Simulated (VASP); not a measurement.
# Zr (P-1) in VASP: a series of runs, part 2 of 2

VASP 6.6.1. The steps go on from the part before.

### Step 3. Single point, PBE (atom 2 (Zr) moved by [0.069282, 0.069282, 0.069282] A)

INCAR reads:

```
SYSTEM = Zr
PREC     = Accurate       ! precision mode
ENCUT    = 520            ! plane-wave cutoff, eV
EDIFF    = 1E-7           ! SCF threshold, eV
ISMEAR   = -1             ! smearing method
SIGMA    = 0.08           ! smearing width, eV
LREAL    = .False.        ! projectors in reciprocal space
LASPH    = .True.         ! aspherical terms in the spheres
NELM     = 80             ! most SCF steps
ALGO     = Normal         ! electronic algorithm
ISIF     = 2              ! what is computed and relaxed
LWAVE    = .False.        ! write WAVECAR
LCHARG   = .False.        ! write CHGCAR
GGA      = PE             ! functional
NBANDS   = 19             ! bands
```

KPOINTS reads:

```
regular mesh
0
Gamma
  13 13 7
  0 0 0
```

POSCAR reads:

```
Zr
1.0
    3.2319982225      0.0000000000      0.0000000000
   -1.6159991112      2.7989925656      0.0000000000
    0.0000000000      0.0000000000      5.1470000000
Zr
2
Direct
    0.3333333333      0.6666666667      0.2500000000
    0.7004791795      0.3580858106      0.7634606567
```

Potentials or basis: VASP PAW PBE potentials, release 64 (Zr_sv).

On the command line:

```sh
$ cat potpaw_PBE.64/Zr_sv/POTCAR > POTCAR
$ mpirun -np 1 vasp_std > vasp.out
```

OUTCAR:

```text
SYSTEM = Zr
   PREC = Accurate
   ENCUT = 520
   EDIFF = 1E-7
   ISMEAR = -1
   LREAL = .False.
   LASPH = .True.
   NELM = 80
   ISIF = 2
   GGA = PE

 ion  position               nearest neighbor table
   1  0.333  0.667  0.250-   2 3.07   2 3.14   2 3.17   2 3.18   2 3.25   2 3.28
   2  0.700  0.358  0.763-   1 3.07   1 3.14   1 3.17   1 3.18   1 3.25   1 3.28

  LATTYP: Found a hexagonal cell.
 ALAT       =     3.2319982225
 C/A-ratio  =     1.5925132521

  Lattice vectors:

 A1 = (   3.2319982225,   0.0000000000,   0.0000000000)
 A2 = (  -1.6159991112,   2.7989925656,   0.0000000000)
 A3 = (   0.0000000000,   0.0000000000,   5.1470000000)

Analysis of symmetry for initial positions (statically):
=====================================================================
 Subroutine PRICEL returns:
 Original cell was already a primitive cell.

 Routine SETGRP: Setting up the symmetry group for a
 hexagonal supercell.

 Subroutine GETGRP returns: Found  2 space group operations
 (whereof  1 operations were pure point group operations)
 out of a pool of 24 trial point group operations.

The static configuration has the point symmetry C_1 .
 The point group associated with its full space group is S_2 .

Analysis of symmetry for dynamics (positions and initial velocities):
=====================================================================
 Subroutine PRICEL returns:
 Original cell was already a primitive cell.

 Routine SETGRP: Setting up the symmetry group for a
 hexagonal supercell.

 Subroutine GETGRP returns: Found  2 space group operations
 (whereof  1 operations were pure point group operations)
 out of a pool of 24 trial point group operations.

The dynamic configuration has the point symmetry C_1 .
 The point group associated with its full space group is S_2 .

 Subroutine INISYM returns: Found  2 space group operations
 (whereof  1 operations are pure point group operations),
 and found     1 'primitive' translations

----------------------------------------------------------------------------------------

                                     Primitive cell

  volume of cell :      46.5615

  direct lattice vectors                    reciprocal lattice vectors
     3.231998223  0.000000000  0.000000000     0.309406111  0.178635701  0.000000000
    -1.615999111  2.798992566  0.000000000     0.000000000  0.357271403  0.000000000
     0.000000000  0.000000000  5.147000000     0.000000000  0.000000000  0.194287935

  length of vectors
     3.231998223  3.231998222  5.147000000     0.357271403  0.357271403  0.194287935

  position of ions in fractional coordinates (direct lattice)
     0.333333333  0.666666667  0.250000000
     0.700479180  0.358085811  0.763460657

  ion indices of the primitive-cell ions
   primitive index   ion index
                 1           1
                 2           2

----------------------------------------------------------------------------------------

 KPOINTS: regular mesh

Automatic generation of k-mesh.
 Grid dimensions read from file:
 generate k-points for:   13   13    7

 Generating k-lattice:

  Cartesian coordinates                     Fractional coordinates (reciprocal lattice)
     0.023800470  0.013741208  0.000000000     0.076923077  0.000000000  0.000000000
     0.000000000  0.027482416  0.000000000     0.000000000  0.076923077  0.000000000
     0.000000000  0.000000000  0.027755419     0.000000000  0.000000000  0.142857143

  Length of vectors
     0.027482416  0.027482416  0.027755419

  Shift w.r.t. Gamma in fractional coordinates (k-lattice)
     0.000000000  0.000000000  0.000000000

 Subroutine IBZKPT returns following result:
 ===========================================

 Found    592 irreducible k-points:

 Following reciprocal coordinates:
            Coordinates               Weight
  0.000000  0.000000  0.000000      1.000000
  0.076923 -0.000000  0.000000      2.000000
  0.000000  0.076923  0.000000      2.000000
 -0.076923  0.076923  0.000000      2.000000
  0.153846 -0.000000  0.000000      2.000000
  0.000000  0.153846  0.000000      2.000000
[... 16 lines left out ...]
  0.153846  0.076923  0.000000      2.000000
 -0.076923  0.230769  0.000000      2.000000
 [... further k-points ...]
   k-points           NKPTS =    592   k-points in BZ     NKDIM =    592   number of bands    NBANDS=     19
   number of dos      NEDOS =    301   number of ions     NIONS =      2
   total plane-waves  NPLWV =  23040
   dimension x,y,z NGX =    24 NGY =   24 NGZ =   40
   dimension x,y,z NGXF=    48 NGYF=   48 NGZF=   80
   ions per type =               2
   NGX,Y,Z   is equivalent  to a cutoff of  12.35, 12.35, 12.92 a.u.
   NGXF,Y,Z  is equivalent  to a cutoff of  24.69, 24.69, 25.84 a.u.
 SYSTEM =  Zr
   PREC   = accura    normal or accurate (medium, high low for compatibility)
   ISTART =      0    job   : 0-new  1-cont  2-samecut
   ICHARG =      2    charge: 1-file 2-atom 10-const
   ISPIN  =      1    spin polarized calculation?
   LNONCOLLINEAR =      F non collinear calculations
   LSORBIT =      F    spin-orbit coupling
   LASPH  =      T    aspherical Exc in radial PAW
   ENCUT  =  520.0 eV  38.22 Ry    6.18 a.u.   6.01  6.01  9.57*2*pi/ulx,y,z
   NELM   =     80;   NELMIN=  2; NELMDL= -5     # of ELM steps
   EDIFF  = 0.1E-06   stopping-criterion for ELM
   LREAL  =      F    real-space projection
   EDIFFG = 0.1E-05   stopping-criterion for IOM
   NSW    =      0    number of steps for IOM
   IBRION =     -1    ionic relax: 0-MD 1-quasi-New 2-CG
   NFREE  =      0    steps in history (QN), initial steepest desc. (CG)
   ISIF   =      2    stress and relaxation
   ISYM   =      2    0-nonsym 1-usesym 2-fastsym
   POTIM  = 0.5000    time-step for ionic-motion
   TEBEG  =    0.0;   TEEND  =   0.0 temperature during run
   PSTRESS=    0.0 pullay stress
   NELECT =      24.0000    total number of electrons
   NUPDOWN=      -1.0000    fix difference up-down
   EMIN   =  10.00;   EMAX   =-10.00  energy-range for DOS
   EFERMI =   0.00;   METHOD = LEGACY
   ISMEAR =    -1;   SIGMA  =   0.08  broadening in eV -4-tet -1-fermi 0-gaus
   EFERMI_NEDOS =   21; number of points for ismear=-14 and -15
   IALGO  =     38    algorithm
   IMIX   =      4    mixing-type and parameters
     AMIX     =   0.40;   BMIX     =  1.00
     AMIX_MAG =   1.60;   BMIX_MAG =  1.00
  volume/ion in A,a.u.               =      23.28       157.11
  Fermi-wavevector in a.u.,A,eV,Ry     =   1.312612  2.480476 23.442147  1.722949
  Thomas-Fermi vector in A             =   2.442992
   LORBIT       =      0    0 simple, 1 ext, 2 COOP (PROOUT), +10 PAW based schemes
   GGA     = PE    functional components
[... 5 lines left out ...]
 non-spin polarized calculation
  energy-cutoff  :      520.00
  volume of cell :       46.56
 maximum number of plane-waves:      1275
   NGX = 13   NGY = 13   NGZ = 19

 number of electron      24.0000000 magnetization

 Free energy of the ion-electron system (eV)
  ---------------------------------------------------
  ext. energy  EPLUGINS =         0.00000000
  ---------------------------------------------------
  free energy    TOTEN  =       -17.04739758 eV

  energy without entropy =      -17.00343439  energy(sigma->0) =      -17.02541599

 E-fermi :   8.9777     XC(G=0): -11.0799

 val. band max:        8.9704107277   @ k =  -0.2308  -0.1538   0.4286
 cond. band min:       8.9822002330   @ k =  -0.1538   0.0769   0.0000
 fundamental gap:      0.0117895053
 Fermi energy:         8.9777178243

 k-point     1 :       0.0000    0.0000    0.0000
  band No.  band energies     occupation
      1     -39.8449      2.00000
      2     -39.6859      2.00000
      3     -18.3730      2.00000
      4     -17.5165      2.00000
      5     -17.4815      2.00000
      6     -17.3682      2.00000
[... 11 lines left out ...]
     18      11.3744      0.00000
     19      13.1670      0.00000

 k-point     2 :       0.0769   -0.0000    0.0000
  band No.  band energies     occupation
      1     -39.8379      2.00000
      2     -39.6833      2.00000
      3     -18.3540      2.00000
      4     -17.5561      2.00000
      5     -17.4964      2.00000
      6     -17.3874      2.00000
[... 476 lines left out ...]
 k-point    24 :      -0.0769    0.2308    0.0000
  band No.  band energies     occupation
      1     -39.8030      2.00000
      2     -39.6684      2.00000
      3     -18.2623      2.00000
      4     -17.7213      2.00000
      5     -17.6538      2.00000
      6     -17.5534      2.00000
[... 11 lines left out ...]
     18      11.6343      0.00000
     19      14.0567      0.00000

 [... further k-points ...]
[... 5 lines left out ...]
  --------------------------------------------------------------------------------------
  -------------------------------------------------------------------------------------
  Total        0.2359586     -0.0457551      0.3590853      0.1533388      0.0091827      0.0123239
  in kB        8.1193150     -1.5744289     12.3560930      5.2763756      0.3159769      0.4240634
  external PRESSURE =       6.3003263 kB  Pullay stress =       0.0000000 kB

 VOLUME and BASIS-vectors are now :
 -----------------------------------------------------------------------------
  energy-cutoff  :      520.00
  volume of cell :       46.56
      direct lattice vectors                 reciprocal lattice vectors
     3.231998223  0.000000000  0.000000000     0.309406111  0.178635701  0.000000000
    -1.615999111  2.798992566  0.000000000     0.000000000  0.357271403  0.000000000
     0.000000000  0.000000000  5.147000000     0.000000000  0.000000000  0.194287935

 POSITION                                       TOTAL-FORCE (eV/Angst)
 -----------------------------------------------------------------------------------
     -0.00000      1.86600      1.28675         0.061599      0.058447      0.291863
      1.68528      1.00228      3.92953        -0.061599     -0.058447     -0.291863
 -----------------------------------------------------------------------------------
    total drift:                               -0.000000      0.000001     -0.000002

  FREE ENERGIE OF THE ION-ELECTRON SYSTEM (eV)
  ---------------------------------------------------
  free  energy   TOTEN  =       -17.0473975846 eV

  energy  without entropy=      -17.0034343916  energy(sigma->0) =      -17.02541599
```

Wall time 4.7 min (1 thread of Intel Xeon Platinum 8259CL at 2.50GHz (Skylake/Cascade Lake), shared host); peak memory 0.49 GiB.

Results:

| Item | Value |
| --- | --- |
| Free energy | -17.0474 eV |
| Pressure | 0.6 GPa |
| Largest force | 0.304 eV/Å |
| Band gap on the k mesh | zero (band 12 reaches 9.87 eV, above the bottom of band 13 at 8.66 eV) |

Forces on the atoms (eV/Å):
```
Zr   0.062  0.058  0.292
Zr  -0.062 -0.058 -0.292
```

Stress tensor (GPa, compression positive):
```
 0.81  0.53  0.04
 0.53 -0.16  0.03
 0.04  0.03  1.24
```

Levels at points of the mesh, in eV from the Fermi level:
```csv
k point,band 10,band 11,band 12,band 13,band 14,band 15
"(0.00, 0.00, 0.00)",-3.02,0.82,0.87,0.92,1.30,1.47
```

Caveat: the cell differs from its parent crystal (atom 2 (Zr) moved by [0.069282, 0.069282, 0.069282] A).
